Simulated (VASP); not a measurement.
# CuO2 (Cmcm) in VASP: notebook, part 2 of 2

VASP 6.6.1. The steps go on from the part before.

## Step 4: Single point, PBEsol, collinear spin

The input, INCAR:

```
SYSTEM = CuO2
  PREC = Accurate
  ENCUT = 520
  EDIFF = 1E-6
  ISMEAR = 0
  SIGMA = 0.1
  LREAL = .False.
  LASPH = .True.
  NELM = 150
  ALGO = Normal
  ISIF = 2
  LWAVE = .False.
  LCHARG = .False.
  ISPIN = 2
  MAGMOM = 0 0 0.38 0.38 0 0
  LORBIT = 11
  LMAXMIX = 4
  GGA = PS
  NBANDS = 36
```

The input, KPOINTS:

```
regular mesh
0
Gamma
  4 4 2
  0 0 0
```

The input, POSCAR:

```
CuO2
1.0
    1.4126150000     -5.2107470000      0.0000000000
    1.4126150000      5.2107470000      0.0000000000
    0.0000000000      0.0000000000      4.3434240000
Cu O
2 4
Direct
    0.8327470000      0.1672530000      0.2500000000
    0.1672530000      0.8327470000      0.7500000000
    0.4485140000      0.5514860000      0.2500000000
    0.5514860000      0.4485140000      0.7500000000
    0.2110300000      0.7889700000      0.2500000000
    0.7889700000      0.2110300000      0.7500000000
```

Launch:

```bash
$ cat potpaw_PBE.64/Cu/POTCAR potpaw_PBE.64/O/POTCAR > POTCAR
$ mpirun -np 1 vasp_std > vasp.out
```

It took 4.1 min on 1 thread of Intel Xeon Platinum 8375C at 2.90GHz (Ice Lake), shared host; peak memory 0.26 GiB.

It converged, with:

```
Free energy                                           : -29.8060 eV
Pressure                                              : -8.1 GPa
Largest force                                         : 0.276 eV/Å
Band gap on the k mesh                                : zero (filled and empty bands overlap)
Net moment                                            : 0.00 μB per cell
Valence electrons inside the program's atomic spheres : Cu 9.95; O 4.79, 4.86
```

Forces in eV/Å, atoms in the order of the input:
```
Cu   0.000  0.180  0.000
Cu   0.000 -0.180  0.000
O    0.000  0.088  0.000
O    0.000 -0.088  0.000
O    0.000 -0.276  0.000
O    0.000  0.276  0.000
```

Stress tensor (GPa, compression positive):
```
-7.76  0.00  0.00
 0.00 -7.79  0.00
 0.00  0.00 -8.61
```

Levels at points of the mesh, in eV from the Fermi level:
Spin up:
```
           k point  band 21  band 22  band 23  band 24  band 25  band 26
(0.00, 0.00, 0.00)    -1.20    -1.18    -0.71    -0.23     0.87     1.15
(0.50, 0.00, 0.00)    -2.00    -1.85    -1.47     0.20     0.51     0.59
(0.50, 0.50, 0.00)    -1.36    -1.29    -1.07     0.23     1.02     1.16
(0.00, 0.00, 0.50)    -1.10    -1.10     0.17     0.17     1.02     1.02
(0.50, 0.00, 0.50)    -0.93    -0.93     0.15     0.15     0.65     0.65
(0.50, 0.50, 0.50)    -0.68    -0.68    -0.05    -0.05     1.11     1.11
```
Spin down:
| k point | band 21 | band 22 | band 23 | band 24 | band 25 | band 26 |
| --- | --- | --- | --- | --- | --- | --- |
| (0.00, 0.00, 0.00) | -1.20 | -1.18 | -0.71 | -0.23 | 0.87 | 1.15 |
| (0.50, 0.00, 0.00) | -2.00 | -1.85 | -1.47 | 0.20 | 0.51 | 0.60 |
| (0.50, 0.50, 0.00) | -1.36 | -1.29 | -1.07 | 0.23 | 1.02 | 1.16 |
| (0.00, 0.00, 0.50) | -1.10 | -1.10 | 0.17 | 0.17 | 1.02 | 1.02 |
| (0.50, 0.00, 0.50) | -0.93 | -0.93 | 0.15 | 0.15 | 0.65 | 0.65 |
| (0.50, 0.50, 0.50) | -0.68 | -0.68 | -0.05 | -0.05 | 1.11 | 1.11 |

Caveat: the k points lie up to 0.72 Å⁻¹ apart; the PAW data sets were made with another functional, which shifts forces and pressure a little; semilocal functionals often make such compounds metallic where correlation or magnetic order opens a gap, which also shifts bond lengths. With open d or f shells a metallic result of PBEsol can be an artefact of self-interaction; +U or a hybrid may open a gap.

## Step 5: Single point, PBEsol, collinear spin

The input, INCAR:

```
PREC = Accurate
ENCUT = 520
EDIFF = 1E-6
ISMEAR = 0
SIGMA = 0.1
LREAL = False
LASPH = True
NELM = 150
ALGO = Normal
ISIF = 2
LWAVE = False
LCHARG = False
ISPIN = 2
MAGMOM = 0 0 0.38 0.38 0 0
LORBIT = 11
LMAXMIX = 4
GGA = PS
NBANDS = 36
```

The input, KPOINTS:

```
regular mesh
0
Gamma
  8 8 4
```

POSCAR is that of step 4.

Launch:

```bash
$ cat potpaw_PBE.64/Cu/POTCAR potpaw_PBE.64/O/POTCAR > POTCAR
$ mpirun -np 1 vasp_std > vasp.out
```

Wall time 22 min (1 thread of AMD EPYC 7R13 (Zen 3), shared host); peak memory 0.35 GiB.

Results (log left out):

| Quantity | Value |
| --- | --- |
| Free energy | -29.7008 eV |
| Pressure | -7.8 GPa |
| Largest force | 0.395 eV/Å |
| Band gap on the k mesh | zero (filled and empty bands overlap) |
| Net moment | 0.00 μB per cell |
| Valence electrons inside the program's atomic spheres | Cu 9.95; O 4.79, 4.86 |

Forces on the atoms (eV/Å):
```
Cu   0.000  0.012  0.000
Cu   0.000 -0.012  0.000
O    0.000  0.273  0.000
O    0.000 -0.273  0.000
O    0.000 -0.395  0.000
O    0.000  0.395  0.000
```

Stress tensor (GPa, compression positive):
```
-8.58  0.00  0.00
 0.00 -7.36  0.00
 0.00  0.00 -7.41
```

Levels at points of the mesh, in eV from the Fermi level:
Spin up:
```csv
k point,band 20,band 21,band 22,band 23,band 24,band 25,band 26,band 27
"(0.00, 0.00, 0.00)",-1.34,-1.11,-1.08,-0.61,-0.09,0.96,1.24,5.90
"(0.50, 0.00, 0.00)",-1.92,-1.91,-1.74,-1.36,0.35,0.60,0.69,10.09
"(0.50, 0.50, 0.00)",-1.53,-1.25,-1.21,-0.99,0.37,1.11,1.25,7.45
"(0.00, 0.00, 0.50)",-1.68,-1.01,-1.01,0.28,0.28,1.11,1.11,8.48
"(0.50, 0.00, 0.50)",-2.83,-0.80,-0.80,0.25,0.25,0.75,0.75,9.88
"(0.50, 0.50, 0.50)",-1.91,-0.55,-0.55,0.05,0.05,1.20,1.20,9.29
```
Spin down:
```
           k point  band 19  band 20  band 21  band 22  band 23  band 24  band 25  band 26  band 27  band 28
(0.00, 0.00, 0.00)    -1.43    -1.34    -1.11    -1.08    -0.61    -0.09     0.96     1.24     5.90    10.21
(0.50, 0.00, 0.00)    -2.29    -1.92    -1.91    -1.74    -1.36     0.35     0.60     0.69    10.09    10.47
(0.50, 0.50, 0.00)    -1.99    -1.53    -1.25    -1.21    -0.99     0.37     1.11     1.24     7.45     8.32
(0.00, 0.00, 0.50)    -1.68    -1.68    -1.01    -1.01     0.28     0.28     1.11     1.11     8.48     8.48
(0.50, 0.00, 0.50)    -2.83    -2.83    -0.80    -0.80     0.25     0.25     0.75     0.75     9.88     9.88
(0.50, 0.50, 0.50)    -1.92    -1.92    -0.55    -0.55     0.04     0.04     1.20     1.20     9.29     9.29
```

Caveat: the k points lie up to 0.36 Å⁻¹ apart; the PAW data sets were made with another functional, which shifts forces and pressure a little; semilocal functionals often make such compounds metallic where correlation or magnetic order opens a gap, which also shifts bond lengths. With open d or f shells a metallic result of PBEsol can be an artefact of self-interaction; +U or a hybrid may open a gap.

## Step 6: Overview

```tsv
k mesh	gap on the mesh (eV)	pressure (GPa)	moment (μB)	largest force (eV/Å)
1 × 1 × 1	0.06	-1.4	0.43	0.51
2 × 2 × 2	none	-10.3	0.00	0.88
4 × 4 × 2	none	-8.1	0.00	0.28
8 × 8 × 4	none	-7.8	0.00	0.40
```

Alike in all rows: task single point; level PBEsol; potentials or basis VASP PAW PBE potentials, release 64 (Cu, O); spin collinear; cell as given; cutoff (eV) 520; smearing gaussian 0.1 eV.

Caveats: all runs use coarse meshes; the PAW data sets were made with another functional, which shifts forces and pressure a little; semilocal functionals often make such compounds metallic where correlation or magnetic order opens a gap, which also shifts bond lengths (some runs).

Absolute energies hang on the potentials; compare differences alone.
